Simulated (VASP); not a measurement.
Crystal: Se.

```
CELL_PARAMETERS angstrom
5.98017 0.00000 0.00000
0.00000 5.98017 0.00000
0.00000 0.00000 5.98017
ATOMIC_POSITIONS crystal
Se 0.50000 0.50000 0.50000
Se 0.00000 0.00000 0.00000
Se 0.25000 0.00000 0.50000
Se 0.50000 0.25000 0.00000
Se 0.50000 0.75000 0.00000
Se 0.75000 0.00000 0.50000
Se 0.00000 0.50000 0.75000
Se 0.00000 0.50000 0.25000
```

| Item | Value |
| --- | --- |
| Program | VASP 6.6.1 |
| Task | relaxation of cell and atoms |
| Functional | PBE |
| Potentials or basis | VASP PAW PBE potentials, release 64 (Se) |
| Cutoff | 600 eV |
| k mesh | 4 × 4 × 4 |
| Occupations | gaussian, width 0.1 eV |
| Spin | no spin polarisation |

At the start: pressure -9.0 GPa; volume 26.73 Å³/atom.

Task: How do energy, volume and symmetry change on relaxing?

Result: Over 3 steps the energy falls by 209.0 meV/atom and the volume is 20.93 Å³/atom (-21.7 %); space group Pm-3n (No. 223, to 0.1 Å) before and after.

The path:
| step | energy change (eV) | largest force (eV/Å) | pressure (GPa) | volume (Å³) |
| --- | --- | --- | --- | --- |
| 1 | 0.0000 | 0.0000 | -9.04 | 213.86 |
| 2 | -1.6594 | 0.0000 | -1.20 | 170.51 |
| 3 | -1.6716 | 0.0000 | -0.06 | 167.47 |

Final structure:
```
Se
1.0
     5.51203    0.00000    0.00000
     0.00000    5.51203    0.00000
     0.00000    0.00000    5.51203
Se
8
Direct
  0.50000 0.50000 0.50000
  0.00000 0.00000 0.00000
  0.25000 0.00000 0.50000
  0.50000 0.25000 0.00000
  0.50000 0.75000 0.00000
  0.75000 0.00000 0.50000
  0.00000 0.50000 0.75000
  0.00000 0.50000 0.25000
```

Caveat: the volume moved by over 15 % at a fixed basis, so the end points are rough; the highest band is partly filled, so the run has too few bands.
